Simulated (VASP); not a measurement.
# Au (Fm-3m) in VASP: a series of runs, part 2 of 2

VASP 6.6.1. Earlier steps stand in the parts before.

## 4. Relaxation of cell and atoms, PBE

This run uses another cell than the first one, of 18.08 Å³/atom, 0.949 times its volume.

File INCAR:

```
SYSTEM = Au
PREC     = Accurate       ! precision mode
ENCUT    = 600            ! plane-wave cutoff, eV
EDIFF    = 1E-6           ! SCF threshold, eV
ISMEAR   = 0              ! smearing method
SIGMA    = 0.1            ! smearing width, eV
LREAL    = .FALSE.        ! projectors in reciprocal space
LASPH    = .TRUE.         ! aspherical terms in the spheres
NELM     = 80             ! most SCF steps
ALGO     = Normal         ! electronic algorithm
ISIF     = 3              ! what is computed and relaxed
LWAVE    = .FALSE.        ! write WAVECAR
LCHARG   = .FALSE.        ! write CHGCAR
GGA      = PE             ! functional
IBRION   = 2              ! ionic algorithm
NSW      = 100            ! ionic steps
EDIFFG   = -0.002         ! ionic threshold
```

File KPOINTS:

```
Automatic mesh
0
G
  18 18 18
  0 0 0
```

File POSCAR:

```
Au
1.0
    0.0000000000      2.0830626651      2.0830626651
    2.0830626651      0.0000000000      2.0830626651
    2.0830626651      2.0830626651      0.0000000000
Au
1
Direct
    0.0000000000      0.0000000000      0.0000000000
```

Potentials or basis: VASP PAW PBE potentials, release 64 (Au).

The run is started by

```bash
$ cat potpaw_PBE.64/Au/POTCAR > POTCAR
$ mpirun -np 1 vasp_std > vasp.out
```

OUTCAR:

```text
SYSTEM = Au
   PREC = Accurate
   ENCUT = 600
   EDIFF = 1E-6
   ISMEAR = 0
   LREAL = .FALSE.
   LASPH = .TRUE.
   NELM = 80
   ISIF = 3
   GGA = PE
   IBRION = 2
   NSW = 100
   EDIFFG = -0.002

 ion  position               nearest neighbor table
   1  0.000  0.000  0.000-

  LATTYP: Found a face centered cubic cell.
 ALAT       =     4.1661253302

  Lattice vectors:

 A1 = (   0.0000000000,   2.0830626651,   2.0830626651)
 A2 = (   2.0830626651,   0.0000000000,   2.0830626651)
 A3 = (   2.0830626651,   2.0830626651,   0.0000000000)

Analysis of symmetry for initial positions (statically):
=====================================================================
 Subroutine PRICEL returns:
 Original cell was already a primitive cell.

 Routine SETGRP: Setting up the symmetry group for a
 face centered cubic supercell.

 Subroutine GETGRP returns: Found 48 space group operations
 (whereof 48 operations were pure point group operations)
 out of a pool of 48 trial point group operations.

The static configuration has the point symmetry O_h .

Analysis of symmetry for dynamics (positions and initial velocities):
=====================================================================
 Subroutine PRICEL returns:
 Original cell was already a primitive cell.

 Routine SETGRP: Setting up the symmetry group for a
 face centered cubic supercell.

 Subroutine GETGRP returns: Found 48 space group operations
 (whereof 48 operations were pure point group operations)
 out of a pool of 48 trial point group operations.

The dynamic configuration has the point symmetry O_h .

 Subroutine INISYM returns: Found 48 space group operations
 (whereof 48 operations are pure point group operations),
[... 118 lines left out ...]
   LORBIT       =      0    0 simple, 1 ext, 2 COOP (PROOUT), +10 PAW based schemes
   GGA     = PE    functional components
   LHFCALC =     F    Hartree Fock is set to
   AEXX    =    0.0000 exact exchange contribution
   IVDW    =     0    specifies the selected vdW correction
   LEPSILON=     F    determine dielectric tensor
   LRPA    =     F    only Hartree local field effects (RPA)
 conjugate gradient relaxation of ions
 non-spin polarized calculation
 Gauss-broadening in eV      SIGMA  =   0.10
  energy-cutoff  :      600.00
  volume of cell :       18.08
 maximum number of plane-waves:       620
   NGX = 11   NGY = 11   NGZ = 11

--------------------------------------- Ionic step        1  -------------------------------------------

 number of electron      11.0000001 magnetization

 Free energy of the ion-electron system (eV)
  ---------------------------------------------------
  ext. energy  EPLUGINS =         0.00000000
  ---------------------------------------------------
  free energy    TOTEN  =        -3.22190687 eV

  energy without entropy =       -3.22064931  energy(sigma->0) =       -3.22127809

------------------------ aborting loop because EDIFF is reached ----------------------------------------

  FORCE on cell =-STRESS in cart. coord.  units (eV):
  Direction    XX          YY          ZZ          XY          YZ          ZX
  --------------------------------------------------------------------------------------
  -------------------------------------------------------------------------------------
  Total       -0.1098483     -0.1098483     -0.1098483      0.0000000      0.0000000     -0.0000000
  in kB       -9.7356916     -9.7356916     -9.7356916      0.0000000      0.0000000     -0.0000000
  external PRESSURE =      -9.7356916 kB  Pullay stress =       0.0000000 kB
[... 92 lines left out ...]
--------------------------------------- Ionic step        4  -------------------------------------------

 number of electron      11.0000002 magnetization

 Free energy of the ion-electron system (eV)
  ---------------------------------------------------
  ext. energy  EPLUGINS =         0.00000000
  ---------------------------------------------------
  free energy    TOTEN  =        -3.22229927 eV

  energy without entropy =       -3.22103118  energy(sigma->0) =       -3.22166523

 E-fermi :   8.5824     XC(G=0): -12.4067

 val. band max:        8.5674426219   @ k =   0.5000   0.2778   0.1111
 cond. band min:       8.6108762702   @ k =   0.5000   0.1667   0.0556
 fundamental gap:      0.0434336483
 Fermi energy:         8.5824463896

 k-point     1 :       0.0000    0.0000    0.0000
  band No.  band energies     occupation
      1      -0.6873      2.00000
      2       4.2078      2.00000
      3       4.2078      2.00000
      4       4.2078      2.00000
      5       5.5888      2.00000
      6       5.5888      2.00000
      7      23.2101      0.00000
      8      26.9100      0.00000
      9      26.9100      0.00000
[... 265 lines left out ...]
 k-point    24 :      -0.2222    0.0556    0.0000
  band No.  band energies     occupation
      1       1.0351      2.00000
      2       3.9779      2.00000
      3       4.4911      2.00000
      4       4.5234      2.00000
      5       5.5094      2.00000
      6       5.9483      2.00000
      7      19.8710      0.00000
      8      24.1239      0.00000
      9      26.6592      0.00000

 [... further k-points ...]
[... 5 lines left out ...]
  --------------------------------------------------------------------------------------
  -------------------------------------------------------------------------------------
  Total       -0.0013601     -0.0013601     -0.0013601      0.0000000      0.0000000     -0.0000000
  in kB       -0.1213860     -0.1213860     -0.1213860      0.0000000      0.0000000     -0.0000000
  external PRESSURE =      -0.1213860 kB  Pullay stress =       0.0000000 kB
[... 16 lines left out ...]
  FREE ENERGIE OF THE ION-ELECTRON SYSTEM (eV)
  ---------------------------------------------------
  free  energy   TOTEN  =        -3.2222992736 eV

  energy  without entropy=       -3.2210311826  energy(sigma->0) =       -3.22166523

 reached required accuracy - stopping structural energy minimisation
```

OSZICAR:

```text
N       E                     dE             d eps       ncg     rms          rms(c)
DAV:   1     0.492633150478E+02    0.49263E+02   -0.62556E+03  3638   0.122E+03
DAV:   2    -0.304627141746E+01   -0.52310E+02   -0.49439E+02  3614   0.213E+02
DAV:   3    -0.348162654123E+01   -0.43536E+00   -0.43460E+00  4124   0.209E+01
[... 24 lines left out ...]
   3 F= -.32222993E+01 E0= -.32216651E+01  d E =-.392407E-03
       N       E                     dE             d eps       ncg     rms          rms(c)
DAV:   1    -0.322230186776E+01   -0.28250E-05   -0.54746E-05  3601   0.834E-02    0.973E-03
DAV:   2    -0.322229943767E+01    0.24301E-05   -0.86642E-06  3332   0.283E-02    0.384E-03
DAV:   3    -0.322229927355E+01    0.16411E-06   -0.49348E-07  1755   0.646E-03
   4 F= -.32222993E+01 E0= -.32216652E+01  d E =-.392408E-03
```

It took 90 s on 1 thread of Intel Xeon 8259CL, shared host; peak memory 0.18 GiB.

Results:

| Property | Result |
| --- | --- |
| Free energy | -3.2223 eV |
| Relaxed volume | 17.95 Å³/atom |
| Relaxed cell | a = 2.939 Å, b = 2.939 Å, c = 2.939 Å, α = 60.00°, β = 60.00°, γ = 60.00° |
| Space group after relaxing (to 0.05 Å) | Fm-3m (No. 225) |
| Energy gained by relaxing | 0.4 meV/atom |
| Ionic steps | 4 |
| Pressure after relaxing | 0.0 GPa |

Step by step:
```
step  energy change (eV)  largest force (eV/Å)  pressure (GPa)  volume (Å³)
   1              0.0000                0.0000           -0.97        18.08
   2              0.0002                0.0000            1.30        17.79
   3             -0.0004                0.0000            0.02        17.95
   4             -0.0004                0.0000           -0.01        17.95
```

Final structure:
```
Au
1.0
     0.00000    2.07825    2.07825
     2.07825    0.00000    2.07825
     2.07825    2.07825    0.00000
Au
1
Direct
  0.00000 0.00000 0.00000
```

Levels at points of the mesh, in eV from the Fermi level:
```csv
k point,band 4,band 5,band 6,band 7,band 8,band 9
"(0.00, 0.00, 0.00)",-4.37,-2.99,-2.99,14.63,18.33,18.33
"(0.50, 0.00, 0.00)",-1.90,-1.90,-0.67,2.85,14.07,16.78
"(0.50, 0.50, 0.00)",-1.61,-1.61,1.21,5.41,9.91,9.91
```

Caveat: spin-orbit coupling is left out, which moves the levels of the heavy elements.

## 5. Overview

| task | cell | cutoff (eV) | gap on the mesh (eV) | pressure (GPa) |
| --- | --- | --- | --- | --- |
| single point | a = 2.998 Å, angles 60.0°, 1 atom | 520 | none | -7.0 |
| single point | a = 3.026 Å, angles 60.0°, 1 atom | 520 | none | -9.5 |
| relaxation of cell and atoms | relaxed from a = 2.946 Å, angles 60.0°, 1 atom | 600 | none | 0.0 |

Alike in all rows: level PBE; potentials or basis VASP PAW PBE potentials, release 64 (Au); no spin polarisation; k mesh 18 × 18 × 18; smearing gaussian 0.1 eV.

Caveats: spin-orbit coupling is left out, which moves the levels of the heavy elements.

Total energies depend on the potentials used, so only differences within one code and one set of settings carry meaning.
